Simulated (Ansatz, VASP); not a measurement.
# GaSb2Te2 in VASP and in Ansatz

```xyz
5
Lattice="5.6234 0.0000 0.0000 -2.8117 4.8700 0.0000 0.0000 0.0000 6.0934" Properties=species:S:1:pos:R:3 pbc="T T T"
Ga    0.0000    0.0000    3.0467
Sb    0.0000    3.2466    3.0467
Sb    2.8117    1.6233    3.0467
Te    0.0000    3.2466    0.0000
Te    2.8117    1.6233    0.0000
```

Alike in both runs: functional PBE; k mesh 12 × 12 × 6; occupations gaussian, width 0.1 eV; no spin polarisation.

Ansatz relaxed the structure, and its values are those at the end. VASP's run is a single point on that final structure, the one shown.

```csv
,VASP,Ansatz
version,VASP 6.6.1,Ansatz 0.2.0
potentials or method,"VASP PAW PBE potentials, release 64 (Ga_d, Sb, Te), cutoff 520 eV","scalar-relativistic, plane waves, PAW"
valence electrons in the cell,35,75
```

```tsv
	VASP	Ansatz	Ansatz less VASP
gap on the k mesh at the Fermi level (eV)	none	none	-
pressure (GPa)	0.0	0.0	+0.02
```

A gap of «none» marks a metal or a gap that the smearing closes. VASP's potentials hold 35 valence electrons a cell and Ansatz's 75, so a difference there can come from the potentials and not from the codes.

Spin-orbit coupling is off throughout.
